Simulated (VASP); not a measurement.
# MoS2 in VASP: notebook

The runs below take MoS2 through single point, with PBE, PBEsol.

Program: VASP 6.6.1. These are calculated values, not measurements. Logs are shortened: lines on timing, memory, paths and dates and some standing lists are left out, and cuts for length are marked.

**1. The cell of the first run**

Symmetry: R-3m, No. 166, trigonal system. Conventional cell: a = 3.171 Å, b = 3.171 Å, c = 18.345 Å, α = 90.00°, β = 90.00°, γ = 120.00°. Mo (site symmetry -3m) has 6 S at 2.39 Å and 6 Mo at 3.17 Å within 3.2 Å. Within 3.2 Å of S (site symmetry 3m) lie 3 Mo at 2.39 Å and 6 S at 3.17 Å.

**2. Single point, PBE**

The input, INCAR:

```
SYSTEM = MoS2
PREC     = Accurate       ! precision mode
ENCUT    = 520            ! plane-wave cutoff, eV
EDIFF    = 1E-6           ! SCF threshold, eV
ISMEAR   = -1             ! smearing method
SIGMA    = 0.05           ! smearing width, eV
LREAL    = .False.        ! projectors in reciprocal space
LASPH    = .True.         ! aspherical terms in the spheres
NELM     = 60             ! most SCF steps
ALGO     = Normal         ! electronic algorithm
ISIF     = 2              ! what is computed and relaxed
LWAVE    = .False.        ! write WAVECAR
LCHARG   = .False.        ! write CHGCAR
GGA      = PE             ! functional
NBANDS   = 20             ! bands
```

The input, KPOINTS:

```
Automatic mesh
0
Gamma
  10 10 10
  0 0 0
```

The input, POSCAR:

```
MoS2
1.0
    1.5855000000      0.9153888518      6.1149966667
   -1.5855000000      0.9153888518      6.1149966667
    0.0000000000     -1.8307777036      6.1149966667
Mo S
1 2
Direct
    0.0000000000      0.0000000000      0.0000000000
    0.2500000000      0.2500000000      0.2500000000
    0.7500000000      0.7500000000      0.7500000000
```

Potentials or basis: VASP PAW PBE potentials, release 64 (Mo_sv, S).

The run is started by

```bash
> cat potpaw_PBE.64/Mo_sv/POTCAR potpaw_PBE.64/S/POTCAR > POTCAR
> mpirun -np 1 vasp_std > vasp.out
```

OUTCAR:

```text
SYSTEM = MoS2
   PREC = Accurate
   ENCUT = 520
   EDIFF = 1E-6
   ISMEAR = -1
   LREAL = .False.
   LASPH = .True.
   NELM = 60
   ISIF = 2
   GGA = PE

 ion  position               nearest neighbor table
   1  0.000  0.000  0.000-   3 2.39   2 2.39   3 2.39   3 2.39   2 2.39   2 2.39
   2  0.250  0.250  0.250-   1 2.39   1 2.39   1 2.39
   3  0.750  0.750  0.750-   1 2.39   1 2.39   1 2.39

  LATTYP: Found a trigonal (rhomboedric) cell.
 ALAT       =     6.3831756386
 COS(alpha) =     0.8766074614

  Lattice vectors:

 A1 = (   1.5855000000,   0.9153888518,   6.1149966667)
 A2 = (  -1.5855000000,   0.9153888518,   6.1149966667)
 A3 = (   0.0000000000,  -1.8307777036,   6.1149966667)

Analysis of symmetry for initial positions (statically):
=====================================================================
 Subroutine PRICEL returns:
 Original cell was already a primitive cell.

 Routine SETGRP: Setting up the symmetry group for a
 trigonal (rhombohedral) supercell.

 Subroutine GETGRP returns: Found 12 space group operations
 (whereof 12 operations were pure point group operations)
 out of a pool of 12 trial point group operations.

The static configuration has the point symmetry D_3d.

Analysis of symmetry for dynamics (positions and initial velocities):
=====================================================================
 Subroutine PRICEL returns:
 Original cell was already a primitive cell.

 Routine SETGRP: Setting up the symmetry group for a
 trigonal (rhombohedral) supercell.

 Subroutine GETGRP returns: Found 12 space group operations
 (whereof 12 operations were pure point group operations)
 out of a pool of 12 trial point group operations.

The dynamic configuration has the point symmetry D_3d.

 Subroutine INISYM returns: Found 12 space group operations
 (whereof 12 operations are pure point group operations),
 and found     1 'primitive' translations

----------------------------------------------------------------------------------------

                                     Primitive cell

  volume of cell :      53.2500

  direct lattice vectors                    reciprocal lattice vectors
     1.585500000  0.915388852  6.114996667     0.315357931  0.182071986  0.054510796
    -1.585500000  0.915388852  6.114996667    -0.315357931  0.182071986  0.054510796
     0.000000000 -1.830777704  6.114996667     0.000000000 -0.364143973  0.054510796

  length of vectors
     6.383175639  6.383175639  6.383175639     0.368201385  0.368201385  0.368201385

  position of ions in fractional coordinates (direct lattice)
     0.000000000  0.000000000  0.000000000
     0.250000000  0.250000000  0.250000000
     0.750000000  0.750000000  0.750000000

  ion indices of the primitive-cell ions
   primitive index   ion index
                 1           1
                 2           2
                 3           3

----------------------------------------------------------------------------------------

 KPOINTS: Automatic mesh

Automatic generation of k-mesh.
 Grid dimensions read from file:
 generate k-points for:   10   10   10

 Generating k-lattice:

  Cartesian coordinates                     Fractional coordinates (reciprocal lattice)
     0.031535793  0.018207199  0.005451080     0.100000000  0.000000000  0.000000000
    -0.031535793  0.018207199  0.005451080     0.000000000  0.100000000  0.000000000
     0.000000000 -0.036414397  0.005451080     0.000000000  0.000000000  0.100000000

  Length of vectors
     0.036820138  0.036820138  0.036820138

  Shift w.r.t. Gamma in fractional coordinates (k-lattice)
     0.000000000  0.000000000  0.000000000

 Subroutine IBZKPT returns following result:
 ===========================================

 Found    116 irreducible k-points:

 Following reciprocal coordinates:
            Coordinates               Weight
  0.000000  0.000000  0.000000      1.000000
  0.100000  0.000000 -0.000000      6.000000
  0.200000  0.000000 -0.000000      6.000000
  0.300000  0.000000  0.000000      6.000000
  0.400000  0.000000  0.000000      6.000000
  0.500000 -0.000000  0.000000      3.000000
[... 16 lines left out ...]
  0.300000  0.300000  0.000000      6.000000
  0.400000  0.300000  0.000000     12.000000
 [... further k-points ...]
   k-points           NKPTS =    116   k-points in BZ     NKDIM =    116   number of bands    NBANDS=     20
   number of dos      NEDOS =    301   number of ions     NIONS =      3
   total plane-waves  NPLWV = 110592
   dimension x,y,z NGX =    48 NGY =   48 NGZ =   48
   dimension x,y,z NGXF=    96 NGYF=   96 NGZF=   96
   ions per type =               1   2
   NGX,Y,Z   is equivalent  to a cutoff of  12.50, 12.50, 12.50 a.u.
   NGXF,Y,Z  is equivalent  to a cutoff of  25.00, 25.00, 25.00 a.u.
 SYSTEM =  MoS2
   PREC   = accura    normal or accurate (medium, high low for compatibility)
   ISTART =      0    job   : 0-new  1-cont  2-samecut
   ICHARG =      2    charge: 1-file 2-atom 10-const
   ISPIN  =      1    spin polarized calculation?
   LNONCOLLINEAR =      F non collinear calculations
   LSORBIT =      F    spin-orbit coupling
   LASPH  =      T    aspherical Exc in radial PAW
   ENCUT  =  520.0 eV  38.22 Ry    6.18 a.u.  11.87 11.87 11.87*2*pi/ulx,y,z
   NELM   =     60;   NELMIN=  2; NELMDL= -5     # of ELM steps
   EDIFF  = 0.1E-05   stopping-criterion for ELM
   LREAL  =      F    real-space projection
   EDIFFG = 0.1E-04   stopping-criterion for IOM
   NSW    =      0    number of steps for IOM
   IBRION =     -1    ionic relax: 0-MD 1-quasi-New 2-CG
   NFREE  =      0    steps in history (QN), initial steepest desc. (CG)
   ISIF   =      2    stress and relaxation
   ISYM   =      2    0-nonsym 1-usesym 2-fastsym
   POTIM  = 0.5000    time-step for ionic-motion
   TEBEG  =    0.0;   TEEND  =   0.0 temperature during run
   PSTRESS=    0.0 pullay stress
   NELECT =      26.0000    total number of electrons
   NUPDOWN=      -1.0000    fix difference up-down
   EMIN   =  10.00;   EMAX   =-10.00  energy-range for DOS
   EFERMI =   0.00;   METHOD = LEGACY
   ISMEAR =    -1;   SIGMA  =   0.05  broadening in eV -4-tet -1-fermi 0-gaus
   EFERMI_NEDOS =   21; number of points for ismear=-14 and -15
   IALGO  =     38    algorithm
   IMIX   =      4    mixing-type and parameters
     AMIX     =   0.40;   BMIX     =  1.00
     AMIX_MAG =   1.60;   BMIX_MAG =  1.00
  volume/ion in A,a.u.               =      17.75       119.78
  Fermi-wavevector in a.u.,A,eV,Ry     =   1.289118  2.436081 22.610522  1.661826
  Thomas-Fermi vector in A             =   2.421031
   LORBIT       =      0    0 simple, 1 ext, 2 COOP (PROOUT), +10 PAW based schemes
   GGA     = PE    functional components
   LHFCALC =     F    Hartree Fock is set to
   AEXX    =    0.0000 exact exchange contribution
   IVDW    =     0    specifies the selected vdW correction
   LEPSILON=     F    determine dielectric tensor
   LRPA    =     F    only Hartree local field effects (RPA)
 non-spin polarized calculation
  energy-cutoff  :      520.00
  volume of cell :       53.25
 maximum number of plane-waves:      1452
   NGX = 23   NGY = 23   NGZ = 23

 number of electron      25.9999998 magnetization

 Free energy of the ion-electron system (eV)
  ---------------------------------------------------
  ext. energy  EPLUGINS =         0.00000000
  ---------------------------------------------------
  free energy    TOTEN  =       -20.95240864 eV

  energy without entropy =      -20.94644507  energy(sigma->0) =      -20.94942686

 E-fermi :   7.8138     XC(G=0): -10.8254

 val. band max:        7.7975902414   @ k =   0.1000   0.1000  -0.0000
 cond. band min:       7.8413663757   @ k =   0.2000   0.1000   0.1000
 fundamental gap:      0.0437761343
 Fermi energy:         7.8137613969

 k-point     1 :       0.0000    0.0000    0.0000
  band No.  band energies     occupation
      1     -54.0041      2.00000
      2     -28.0797      2.00000
      3     -27.9987      2.00000
      4     -27.9987      2.00000
      5      -7.4044      2.00000
      6      -5.7713      2.00000
[... 12 lines left out ...]
     19      14.5500      0.00000
     20      17.3522      0.00000

 k-point     2 :       0.1000    0.0000   -0.0000
  band No.  band energies     occupation
      1     -54.0002      2.00000
      2     -28.0720      2.00000
      3     -28.0373      2.00000
      4     -28.0074      2.00000
      5      -7.2402      2.00000
      6      -5.7448      2.00000
[... 12 lines left out ...]
     19      15.0922      0.00000
     20      16.8660      0.00000

 k-point     3 :       0.2000    0.0000   -0.0000
  band No.  band energies     occupation
      1     -53.9902      2.00000
      2     -28.1377      2.00000
      3     -28.0516      2.00000
      4     -28.0303      2.00000
      5      -6.7862      2.00000
      6      -5.6636      2.00000
[... 12 lines left out ...]
     19      15.8063      0.00000
     20      16.9662      0.00000

 k-point     4 :       0.3000    0.0000    0.0000
  band No.  band energies     occupation
      1     -53.9777      2.00000
      2     -28.2594      2.00000
      3     -28.0585      2.00000
      4     -28.0264      2.00000
      5      -6.1974      2.00000
      6      -5.4896      2.00000
[... 12 lines left out ...]
     19      15.4466      0.00000
     20      17.0012      0.00000

 k-point     5 :       0.4000    0.0000    0.0000
  band No.  band energies     occupation
      1     -53.9676      2.00000
      2     -28.3562      2.00000
      3     -28.0811      2.00000
      4     -28.0059      2.00000
      5      -5.8403      2.00000
      6      -5.0878      2.00000
[... 12 lines left out ...]
     19      15.1032      0.00000
     20      15.4912      0.00000
[... 353 lines left out ...]
      6      -5.1884      2.00000
[... 12 lines left out ...]
     19      15.6210      0.00000
     20      16.4991      0.00000

 k-point    22 :      -0.2000    0.2000    0.0000
  band No.  band energies     occupation
      1     -53.9720      2.00000
      2     -28.2790      2.00000
      3     -28.1089      2.00000
      4     -28.0145      2.00000
      5      -5.8261      2.00000
      6      -5.4777      2.00000
[... 12 lines left out ...]
     19      16.1693      0.00000
     20      16.4452      0.00000

 k-point    23 :       0.3000    0.3000    0.0000
  band No.  band energies     occupation
      1     -53.9777      2.00000
      2     -28.2594      2.00000
      3     -28.0585      2.00000
      4     -28.0264      2.00000
      5      -6.0797      2.00000
      6      -5.6353      2.00000
[... 12 lines left out ...]
     19      14.9422      0.00000
     20      15.9333      0.00000

 k-point    24 :       0.4000    0.3000    0.0000
  band No.  band energies     occupation
      1     -53.9708      2.00000
      2     -28.3099      2.00000
      3     -28.0914      2.00000
      4     -28.0122      2.00000
      5      -5.7134      2.00000
      6      -5.5038      2.00000
[... 12 lines left out ...]
     19      15.0027      0.00000
     20      16.0892      0.00000

 [... further k-points ...]

------------------------ aborting loop because EDIFF is reached ----------------------------------------

  FORCE on cell =-STRESS in cart. coord.  units (eV):
  Direction    XX          YY          ZZ          XY          YZ          ZX
  --------------------------------------------------------------------------------------
  -------------------------------------------------------------------------------------
  Total        2.1047631      2.1047631      3.5607657      0.0000000      0.0000000      0.0000000
  in kB       63.3278079     63.3278079    107.1358044      0.0000000      0.0000000      0.0000000
  external PRESSURE =      77.9304734 kB  Pullay stress =       0.0000000 kB

 VOLUME and BASIS-vectors are now :
 -----------------------------------------------------------------------------
  energy-cutoff  :      520.00
  volume of cell :       53.25
      direct lattice vectors                 reciprocal lattice vectors
     1.585500000  0.915388852  6.114996667     0.315357931  0.182071986  0.054510796
    -1.585500000  0.915388852  6.114996667    -0.315357931  0.182071986  0.054510796
     0.000000000 -1.830777704  6.114996667     0.000000000 -0.364143973  0.054510796

 POSITION                                       TOTAL-FORCE (eV/Angst)
 -----------------------------------------------------------------------------------
      0.00000      0.00000      0.00000         0.000000     -0.000000      0.000000
      0.00000      0.00000      4.58625         0.000000      0.000000     -0.993854
      0.00000      0.00000     13.75874         0.000000      0.000000      0.993854
 -----------------------------------------------------------------------------------
    total drift:                               -0.000000     -0.000000      0.000000

  FREE ENERGIE OF THE ION-ELECTRON SYSTEM (eV)
  ---------------------------------------------------
  free  energy   TOTEN  =       -20.9524086446 eV

  energy  without entropy=      -20.9464450668  energy(sigma->0) =      -20.94942686
```

Run time: 4.3 min. Hardware: 1 thread of Intel Xeon Platinum 8488C (Sapphire Rapids), shared host; peak memory 0.38 GiB.

What came out:

- Free energy: -20.9524 eV
- Pressure: 7.8 GPa
- Largest force: 0.994 eV/Å
- Band gap on the k mesh: zero (bands 13 and 14 overlap by 0.65 eV)

Forces on the atoms (eV/Å):
```
Mo   0.000  0.000  0.000
S    0.000  0.000 -0.994
S    0.000  0.000  0.994
```

Levels at points of the mesh, in eV from the Fermi level:
```
           k point  band 10  band 11  band 12  band 13  band 14  band 15  band 16  band 17
(0.00, 0.00, 0.00)    -1.82    -1.26    -1.07    -1.07    -0.29    -0.29     3.35     3.35
(0.50, 0.00, 0.00)    -4.38    -2.90    -1.97    -1.65     1.01     1.93     3.38     4.15
(0.50, 0.50, 0.00)    -4.31    -2.92    -2.28    -1.86     1.01     1.72     3.82     4.72
(0.50, 0.50, 0.50)    -3.92    -1.06    -1.06    -0.39    -0.39    -0.09     3.46     3.46
```

Caveat: the cell stands under pressure.

**3. Single point, PBEsol (atoms moved at random)**

The input, INCAR:

```
PREC = Accurate
ENCUT = 520
EDIFF = 1E-6
ISMEAR = -1
SIGMA = 0.05
LREAL = F
LASPH = T
NELM = 60
ALGO = Normal
ISIF = 2
LWAVE = F
LCHARG = F
GGA = PS
NBANDS = 20
```

The input, KPOINTS:

```
regular mesh
0
Gamma
  10 10 10
```

The input, POSCAR:

```
MoS2
1.0
    1.5855000000      0.9153888518      6.1149966667
   -1.5855000000      0.9153888518      6.1149966667
    0.0000000000     -1.8307777036      6.1149966667
Mo S
1 2
Direct
    0.0052620000     -0.0115280000      0.0065370000
    0.2490960000      0.2571700000      0.2399380000
    0.7417570000      0.7326440000      0.7698040000
```

Potentials or basis: VASP PAW PBE potentials, release 64 (Mo_sv, S).

The run is started by

```bash
> cat potpaw_PBE.64/Mo_sv/POTCAR potpaw_PBE.64/S/POTCAR > POTCAR
> mpirun -np 1 vasp_std > vasp.out
```

Wall time 18 min (1 thread of Intel Xeon Platinum 8488C (Sapphire Rapids), shared host); peak memory 0.68 GiB.

It converged, with:

```yaml
Free_energy: -22.5636 eV
Pressure: 3.8 GPa
Largest_force: 1.358 eV/Å
Band_gap_on_the_k_mesh: zero (bands 13 and 14 overlap by 0.62 eV)
```

Forces in eV/Å, atoms in the order of the input:
```
Mo  -0.211 -0.051 -0.776
S    0.225 -0.367 -0.516
S   -0.014  0.418  1.292
```

Stress tensor (GPa, compression positive):
```
 3.55 -0.40 -1.09
-0.40  0.27  3.51
-1.09  3.51  7.48
```

Levels at points of the mesh, in eV from the Fermi level:
```
           k point  band 11  band 12  band 13  band 14  band 15  band 16
(0.00, 0.00, 0.00)    -1.26    -1.17    -1.02    -0.25    -0.25     3.29
(0.50, 0.00, 0.00)    -2.92    -2.00    -1.63     1.00     1.92     3.39
(0.00, 0.50, 0.00)    -3.00    -2.01    -1.63     0.99     1.92     3.38
(0.00, 0.00, 0.50)    -2.78    -1.96    -1.59     1.02     1.93     3.45
(0.50, 0.50, 0.00)    -2.90    -2.19    -1.81     1.02     1.70     3.90
(0.50, 0.00, 0.50)    -2.96    -2.33    -1.84     1.00     1.72     3.81
(0.00, 0.50, 0.50)    -2.92    -2.31    -1.84     1.00     1.71     3.82
(0.50, 0.50, 0.50)    -1.17    -1.04    -0.38    -0.33    -0.04     3.37
```

Caveat: the cell differs from its parent crystal (atoms moved at random); the cell stands under pressure; the PAW data sets were made with another functional, which shifts forces and pressure a little.

**4. Single point, PBE (18.46 Å³/atom)**

This run uses another cell than the first one, of 18.46 Å³/atom.

The input, INCAR:

```
SYSTEM = MoS2
PREC = Accurate ; ENCUT = 520
EDIFF = 1E-6 ; ISMEAR = -1
SIGMA = 0.05 ; LREAL = .FALSE.
LASPH = .TRUE. ; NELM = 100
ALGO = Normal ; ISIF = 2
LWAVE = .FALSE. ; LCHARG = .TRUE.
GGA = PE ; LELF = .TRUE.
LVHAR = .TRUE. ; NBANDS = 20
```

The input, KPOINTS:

```
Automatic mesh
0
G
  10 10 10
  0 0 0
```

The input, POSCAR:

```
MoS2
1.0
    1.6063642348      0.9274348234      6.1954663772
   -1.6063642348      0.9274348234      6.1954663772
    0.0000000000     -1.8548696467      6.1954663772
Mo S
1 2
Direct
    0.0000000000      0.0000000000      0.0000000000
    0.2500000000      0.2500000000      0.2500000000
    0.7500000000      0.7500000000      0.7500000000
```

The run is started by

```bash
> cat potpaw_PBE.64/Mo_sv/POTCAR potpaw_PBE.64/S/POTCAR > POTCAR
> mpirun -np 1 vasp_std > vasp.out
```

Wall time 7.8 min (1 thread of Intel Xeon 8259CL, shared host); peak memory 0.39 GiB.

It converged, with:

```yaml
Free_energy: -21.0158 eV
Pressure: 1.8 GPa
Largest_force: 0.325 eV/Å
Band_gap_on_the_k_mesh: zero (bands 13 and 14 overlap by 0.68 eV)
```

Forces in eV/Å, atoms in the order of the input:
```
Mo   0.000  0.000  0.000
S    0.000  0.000 -0.325
S    0.000  0.000  0.325
```

Stress tensor (GPa, compression positive):
```
0.68 0.00 0.00
0.00 0.68 0.00
0.00 0.00 4.11
```

Levels at points of the mesh, in eV from the Fermi level:
```
           k point  band 10  band 11  band 12  band 13  band 14  band 15  band 16  band 17
(0.00, 0.00, 0.00)    -1.77    -1.15    -0.99    -0.99    -0.31    -0.31     3.19     3.19
(0.50, 0.00, 0.00)    -4.19    -2.83    -1.87    -1.61     0.95     1.81     3.24     3.97
(0.50, 0.50, 0.00)    -4.13    -2.83    -2.15    -1.81     0.95     1.63     3.64     4.70
(0.50, 0.50, 0.50)    -3.75    -0.98    -0.98    -0.41    -0.41    -0.11     3.30     3.30
```

**5. The runs side by side**

| level | cell | gap on the mesh (eV) | pressure (GPa) | largest force (eV/Å) |
| --- | --- | --- | --- | --- |
| PBE | a = 6.383 Å, angles 28.8°, 3 atoms, atomic positions A | none | 7.8 | 0.99 |
| PBEsol | a = 6.383 Å, angles 28.8°, 3 atoms, atomic positions B | none | 3.8 | 1.36 |
| PBE | a = 6.467 Å, angles 28.8°, 3 atoms, atomic positions A | none | 1.8 | 0.33 |

Alike in all rows: task single point; potentials or basis VASP PAW PBE potentials, release 64 (Mo_sv, S); no spin polarisation; k mesh 10 × 10 × 10; cutoff (eV) 520; smearing fermi-dirac 0.05 eV.

Caveats: the cell stands under pressure (at least some runs); the PAW data sets were made with another functional, which shifts forces and pressure a little (at least some runs).

Absolute energies hang on the potentials; compare differences alone.
